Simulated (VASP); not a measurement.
# Ir in VASP: settings compared, part 3 of 3

VASP 6.6.1. The steps go on from the part before.

## Step 5: Single point, PBE0

This run uses another cell than the first one, of 13.22 Å³/atom.

The input, POSCAR:

```
Ir
1.0
    0.0000000000      1.8764951499      1.8764951499
    1.8764951499      0.0000000000      1.8764951499
    1.8764951499      1.8764951499      0.0000000000
Ir
1
Direct
    0.0000000000      0.0000000000      0.0000000000
```

The input, INCAR.step1:

```
PREC     = Accurate       # precision mode
ENCUT    = 520            # plane-wave cutoff, eV
EDIFF    = 1E-5           # SCF threshold, eV
ISMEAR   = -1             # smearing method
SIGMA    = 0.05           # smearing width, eV
LREAL    = F              # projectors in reciprocal space
LASPH    = T              # aspherical terms in the spheres
NELM     = 80             # most SCF steps
ALGO     = Normal         # electronic algorithm
ISIF     = 2              # what is computed and relaxed
LWAVE    = T              # write WAVECAR
NBANDS   = 10             # bands
GGA      = PE             # functional
```

The input, INCAR.step2:

```
PREC     = Accurate       # precision mode
ENCUT    = 520            # plane-wave cutoff, eV
EDIFF    = 1E-6           # SCF threshold, eV
ISMEAR   = -1             # smearing method
SIGMA    = 0.05           # smearing width, eV
LREAL    = F              # projectors in reciprocal space
LASPH    = T              # aspherical terms in the spheres
NELM     = 80             # most SCF steps
ALGO     = Normal         # electronic algorithm
ISIF     = 2              # what is computed and relaxed
LWAVE    = F              # write WAVECAR
LCHARG   = T              # write CHGCAR
GGA      = PE             # functional
LHFCALC  = T              # exact exchange
AEXX     = 0.25           # exact-exchange fraction
PRECFOCK = Normal       
LELF     = T              # ELF
LVHAR    = T            
NBANDS   = 10             # bands
ISTART   = 1
```

The input, KPOINTS:

```
Automatic mesh
0
Gamma
  6 6 6
```

Potentials or basis: VASP PAW PBE potentials, release 64 (Ir).

Command:

```console
$ cat potpaw_PBE.64/Ir/POTCAR > POTCAR
$ cp INCAR.step1 INCAR
$ mpirun -np 1 vasp_std > vasp.out
$ cp INCAR.step2 INCAR
$ mpirun -np 1 vasp_std > vasp.out
```

OUTCAR:

```text
PREC = Accurate
   ENCUT = 520
   EDIFF = 1E-6
   ISMEAR = -1
   LREAL = F
   LASPH = T
   NELM = 80
   ISIF = 2
   GGA = PE
   LHFCALC = T
   AEXX = 0.25
   PRECFOCK = Normal
   ISTART = 1

 ion  position               nearest neighbor table
   1  0.000  0.000  0.000-

  LATTYP: Found a face centered cubic cell.
 ALAT       =     3.7529902998

  Lattice vectors:

 A1 = (   0.0000000000,   1.8764951499,   1.8764951499)
 A2 = (   1.8764951499,   0.0000000000,   1.8764951499)
 A3 = (   1.8764951499,   1.8764951499,   0.0000000000)

Analysis of symmetry for initial positions (statically):
=====================================================================
 Subroutine PRICEL returns:
 Original cell was already a primitive cell.

 Routine SETGRP: Setting up the symmetry group for a
 face centered cubic supercell.

 Subroutine GETGRP returns: Found 48 space group operations
 (whereof 48 operations were pure point group operations)
 out of a pool of 48 trial point group operations.

The static configuration has the point symmetry O_h .

Analysis of symmetry for dynamics (positions and initial velocities):
=====================================================================
 Subroutine PRICEL returns:
 Original cell was already a primitive cell.

 Routine SETGRP: Setting up the symmetry group for a
 face centered cubic supercell.

 Subroutine GETGRP returns: Found 48 space group operations
 (whereof 48 operations were pure point group operations)
 out of a pool of 48 trial point group operations.

The dynamic configuration has the point symmetry O_h .

 Subroutine INISYM returns: Found 48 space group operations
 (whereof 48 operations are pure point group operations),
 and found     1 'primitive' translations

----------------------------------------------------------------------------------------

                                     Primitive cell

  volume of cell :      13.2152

  direct lattice vectors                    reciprocal lattice vectors
     0.000000000  1.876495150  1.876495150    -0.266454193  0.266454193  0.266454193
     1.876495150  0.000000000  1.876495150     0.266454193 -0.266454193  0.266454193
     1.876495150  1.876495150  0.000000000     0.266454193  0.266454193 -0.266454193

  length of vectors
     2.653764891  2.653764891  2.653764891     0.461512199  0.461512199  0.461512199

  position of ions in fractional coordinates (direct lattice)
     0.000000000  0.000000000  0.000000000

  ion indices of the primitive-cell ions
   primitive index   ion index
                 1           1

----------------------------------------------------------------------------------------

 KPOINTS: Automatic mesh

Automatic generation of k-mesh.
 Grid dimensions read from file:
 generate k-points for:    6    6    6

 Generating k-lattice:
[... 21 lines left out ...]
  0.333333  0.000000  0.000000      8.000000
  0.500000  0.000000  0.000000      4.000000
  0.166667  0.166667  0.000000      6.000000
  0.333333  0.166667  0.000000     24.000000
[... 8 lines left out ...]
 -0.333333  0.333333  0.166667     24.000000
 -0.333333  0.500000  0.166667     12.000000
   k-points           NKPTS =     16   k-points in BZ     NKDIM =    216   number of bands    NBANDS=     10
   number of dos      NEDOS =    301   number of ions     NIONS =      1
   total plane-waves  NPLWV =   8000
   dimension x,y,z NGX =    20 NGY =   20 NGZ =   20
   dimension x,y,z NGXF=    40 NGYF=   40 NGZF=   40
   ions per type =               1
   NGX,Y,Z   is equivalent  to a cutoff of  12.53, 12.53, 12.53 a.u.
   NGXF,Y,Z  is equivalent  to a cutoff of  25.06, 25.06, 25.06 a.u.
 SYSTEM =  unknown system
   PREC   = accura    normal or accurate (medium, high low for compatibility)
   ISTART =      1    job   : 0-new  1-cont  2-samecut
   ICHARG =      0    charge: 1-file 2-atom 10-const
   ISPIN  =      1    spin polarized calculation?
   LNONCOLLINEAR =      F non collinear calculations
   LSORBIT =      F    spin-orbit coupling
   LASPH  =      T    aspherical Exc in radial PAW
   ENCUT  =  520.0 eV  38.22 Ry    6.18 a.u.   4.93  4.93  4.93*2*pi/ulx,y,z
   NELM   =     80;   NELMIN=  2; NELMDL=  0     # of ELM steps
   EDIFF  = 0.1E-05   stopping-criterion for ELM
   LREAL  =      F    real-space projection
   EDIFFG = 0.1E-04   stopping-criterion for IOM
   NSW    =      0    number of steps for IOM
   IBRION =     -1    ionic relax: 0-MD 1-quasi-New 2-CG
   NFREE  =      0    steps in history (QN), initial steepest desc. (CG)
   ISIF   =      2    stress and relaxation
   ISYM   =      3    0-nonsym 1-usesym 2-fastsym
   POTIM  = 0.5000    time-step for ionic-motion
   TEBEG  =    0.0;   TEEND  =   0.0 temperature during run
   PSTRESS=    0.0 pullay stress
   NELECT =       9.0000    total number of electrons
   NUPDOWN=      -1.0000    fix difference up-down
   EMIN   =  10.00;   EMAX   =-10.00  energy-range for DOS
   EFERMI =   0.00;   METHOD = LEGACY
   ISMEAR =    -1;   SIGMA  =   0.05  broadening in eV -4-tet -1-fermi 0-gaus
   EFERMI_NEDOS =   21; number of points for ismear=-14 and -15
   IALGO  =     38    algorithm
   IMIX   =      1    mixing-type and parameters
     AMIX     =   0.40;   BMIX     =  1.00
     AMIX_MAG =   1.60;   BMIX_MAG =  1.00
  volume/ion in A,a.u.               =      13.22        89.18
  Fermi-wavevector in a.u.,A,eV,Ry     =   1.440340  2.721847 28.226348  2.074578
  Thomas-Fermi vector in A             =   2.559095
   LORBIT       =      0    0 simple, 1 ext, 2 COOP (PROOUT), +10 PAW based schemes
   GGA     = PE    functional components
   LHFCALC =     T    Hartree Fock is set to
   PRECFOCK=normal    Normal, Fast or Accurate (Low or Medium for compatibility)
   ENCUT4O =  -1.0   cutoff for four orbital integrals eV
   NKREDX  =     1    reduce k-point grid by
   NKREDY  =     1    reduce k-point grid by
   NKREDZ  =     1    reduce k-point grid by
   AEXX    =    0.2500 exact exchange contribution
   HFSCREEN=    0.0000 screening length (either q_TF or 0.3 A-1)
   HFSCREENC=   0.0000 screening length for correlation (either q_TF or 0.3 A-1)
   ENCUTFOCK=  -1.0 apply spherical cutoff to Coloumb kernel
   IVDW    =     0    specifies the selected vdW correction
   LEPSILON=     F    determine dielectric tensor
   LRPA    =     F    only Hartree local field effects (RPA)
 non-spin polarized calculation
  energy-cutoff  :      520.00
  volume of cell :       13.22
 maximum number of plane-waves:       366
  NGX = 16; NGY = 16; NGZ = 16

 number of electron       9.0000000 magnetization

 Free energy of the ion-electron system (eV)
  ---------------------------------------------------
  ext. energy  EPLUGINS =         0.00000000
  ---------------------------------------------------
  free energy    TOTEN  =       -10.82852929 eV

  energy without entropy =      -10.82184671  energy(sigma->0) =      -10.82518800

 E-fermi :  10.5391     XC(G=0): -11.2684

 val. band max:       10.4821740309   @ k =   0.5000   0.3333   0.1667
 cond. band min:      11.2905520218   @ k =   0.3333   0.0000   0.0000
 fundamental gap:      0.8083779908
 Fermi energy:        10.5391349942

 k-point     1 :       0.0000    0.0000    0.0000
  band No.  band energies     occupation
      1      -2.2214      2.00000
      2       5.8741      2.00000
      3       5.8741      2.00000
      4       5.8741      2.00000
      5       9.0055      2.00000
      6       9.0055      2.00000
      7      27.0018      0.00000
      8      33.2564      0.00000
      9      33.2564      0.00000
     10      33.2564      0.00000
[... 183 lines left out ...]
 k-point    16 :      -0.3333    0.5000    0.1667
  band No.  band energies     occupation
      1       2.2625      2.00000
      2       3.1059      2.00000
      3       7.0639      2.00000
      4       9.3764      2.00000
      5      13.6502      0.00000
      6      19.7140      0.00000
      7      21.9784      0.00000
      8      23.8508      0.00000
      9      26.7717      0.00000
     10      39.0006      0.00000

------------------------ aborting loop because EDIFF is reached ----------------------------------------

  FORCE on cell =-STRESS in cart. coord.  units (eV):
  Direction    XX          YY          ZZ          XY          YZ          ZX
  --------------------------------------------------------------------------------------
  -------------------------------------------------------------------------------------
  Total        2.4539385      2.4539385      2.4539385     -0.0000000     -0.0000000      0.0000000
  in kB      297.5102444    297.5102444    297.5102444     -0.0000000     -0.0000000      0.0000000
  external PRESSURE =     297.5102444 kB  Pullay stress =       0.0000000 kB

 VOLUME and BASIS-vectors are now :
 -----------------------------------------------------------------------------
  energy-cutoff  :      520.00
  volume of cell :       13.22
      direct lattice vectors                 reciprocal lattice vectors
     0.000000000  1.876495150  1.876495150    -0.266454193  0.266454193  0.266454193
     1.876495150  0.000000000  1.876495150     0.266454193 -0.266454193  0.266454193
     1.876495150  1.876495150  0.000000000     0.266454193  0.266454193 -0.266454193

 POSITION                                       TOTAL-FORCE (eV/Angst)
 -----------------------------------------------------------------------------------
      0.00000      0.00000      0.00000        -0.000000      0.000000     -0.000000
 -----------------------------------------------------------------------------------
    total drift:                                0.000000      0.000000      0.000000

  FREE ENERGIE OF THE ION-ELECTRON SYSTEM (eV)
  ---------------------------------------------------
  free  energy   TOTEN  =       -10.8285292933 eV

  energy  without entropy=      -10.8218467084  energy(sigma->0) =      -10.82518800
```

Wall time 7.2 min (1 thread of Intel Xeon Platinum 8259CL at 2.50GHz (Skylake/Cascade Lake), shared host); peak memory 0.14 GiB.

What came out:

| Item | Value |
| --- | --- |
| Free energy | -10.8285 eV |
| Pressure | 29.8 GPa |
| Band gap on the k mesh | zero (an odd number of electrons rules out a gap without spin polarisation) |

Levels at points of the mesh, in eV from the Fermi level:
| k point | band 1 | band 2 | band 3 | band 4 | band 5 | band 6 | band 7 | band 8 | band 9 |
| --- | --- | --- | --- | --- | --- | --- | --- | --- | --- |
| (0.00, 0.00, 0.00) | -12.76 | -4.67 | -4.67 | -4.67 | -1.53 | -1.53 | 16.46 | 22.72 | 22.72 |
| (0.50, 0.00, 0.00) | -9.56 | -4.92 | -4.92 | -0.73 | 2.31 | 2.31 | 10.25 | 15.98 | 23.03 |
| (0.50, 0.50, 0.00) | -9.59 | -8.83 | 1.88 | 2.90 | 3.06 | 3.06 | 13.94 | 14.23 | 14.23 |

Caveat: the k points lie up to 0.48 Å⁻¹ apart, too coarse for converged energies and pressures of a metal; the PAW data sets were made with another functional, which shifts forces and pressure a little; spin-orbit coupling is left out, which moves the levels of the heavy elements.

## Step 6: The runs side by side

| level | spin | cell | k mesh | cutoff (eV) | grid for exact exchange (PRECFOCK) | share of exact exchange | gap on the mesh (eV) | pressure (GPa) |
| --- | --- | --- | --- | --- | --- | --- | --- | --- |
| r2SCAN | off | a = 2.691 Å, angles 60.0°, 1 atom | 12 × 12 × 12 | 550 | - | - | none | 14.9 |
| PBE | off | a = 2.709, b = 2.709, c = 2.655 Å, angles 60.7, 60.7, 61.3°, 1 atom | 10 × 10 × 10 | 520 | - | - | none | 13.1 |
| PBE | non-collinear, zero start, SOC | a = 2.709 Å, angles 60.0°, 1 atom | 12 × 12 × 12 | 520 | - | - | - | 12.8 |
| PBE0 | off | a = 2.654 Å, angles 60.0°, 1 atom | 6 × 6 × 6 | 520 | Normal | 0.25 | none | 29.8 |

Alike in all rows: task single point; potentials or basis VASP PAW PBE potentials, release 64 (Ir); smearing fermi-dirac 0.05 eV.

Caveats: some runs use coarse meshes; the cell stands under pressure (at least some runs); spin-orbit coupling is left out, which moves the levels of the heavy elements (at least some runs); the PAW data sets were made with another functional, which shifts forces and pressure a little (at least some runs).

Absolute energies hang on the potentials; compare differences alone.
